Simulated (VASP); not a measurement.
Write the native input for VASP 6.6.1 that does the following.

```yaml
Task: single point
Functional: r2SCAN
Potentials_or_basis: VASP PAW PBE potentials, release 64 (Mg, O)
Cutoff: 520 eV
k_mesh: 10 × 10 × 10
Occupations: gaussian, width 0.01 eV
Spin: no spin polarisation
Dipole_correction: no
Further_INCAR_settings: ALGO = Normal; EDIFF = 1e-07; NBANDS = 11
```

The system is MgO.

```
CELL_PARAMETERS angstrom
0.00000 2.07959 2.07959
2.07959 0.00000 2.07959
2.07959 2.07959 0.00000
ATOMIC_POSITIONS crystal
Mg 0.00000 0.00000 0.00000
O 0.50000 0.50000 0.50000
```

The input as run:

POSCAR

```
MgO
1.0
    0.0000000000      2.0795922133      2.0795922133
    2.0795922133      0.0000000000      2.0795922133
    2.0795922133      2.0795922133      0.0000000000
Mg O
1 1
Direct
    0.0000000000      0.0000000000      0.0000000000
    0.5000000000      0.5000000000      0.5000000000
```

INCAR.step1

```
SYSTEM = MgO
ALGO = Normal ; EDIFF = 1E-4
ENCUT = 520 ; GGA = PE
ISMEAR = 0 ; LASPH = .True.
LCHARG = .False. ; LREAL = .False.
LWAVE = .True. ; NBANDS = 11
NELM = 80 ; PREC = Accurate
SIGMA = 0.01
```

INCAR.step2

```
SYSTEM = MgO
ALGO = Normal ; EDIFF = 1E-7
ENCUT = 520 ; ISIF = 2
ISMEAR = 0 ; ISTART = 1
LASPH = .True. ; LCHARG = .False.
LMIXTAU = .True. ; LREAL = .False.
LWAVE = .False. ; METAGGA = R2SCAN
NBANDS = 11 ; NELM = 80
PREC = Accurate ; SIGMA = 0.01
```

KPOINTS

```
k-points
0
Gamma
  10 10 10
  0 0 0
```

Potentials or basis: VASP PAW PBE potentials, release 64 (Mg, O).

Run with:

```sh
$ cat potpaw_PBE.64/Mg/POTCAR potpaw_PBE.64/O/POTCAR > POTCAR
$ cp INCAR.step1 INCAR
$ mpirun -np 1 vasp_std > vasp.out
$ cp INCAR.step2 INCAR
$ mpirun -np 1 vasp_std > vasp.out
```

Results of the run:

```yaml
Pressure: 4.6 GPa
Band_gap_on_the_k_mesh: 6.00 eV, direct
```

Caveat: the PAW data sets were made with another functional, which shifts forces and pressure a little.

Run time: 58 s on 1 thread of Intel Xeon 8259CL (shared host), peak memory 0.15 GiB.
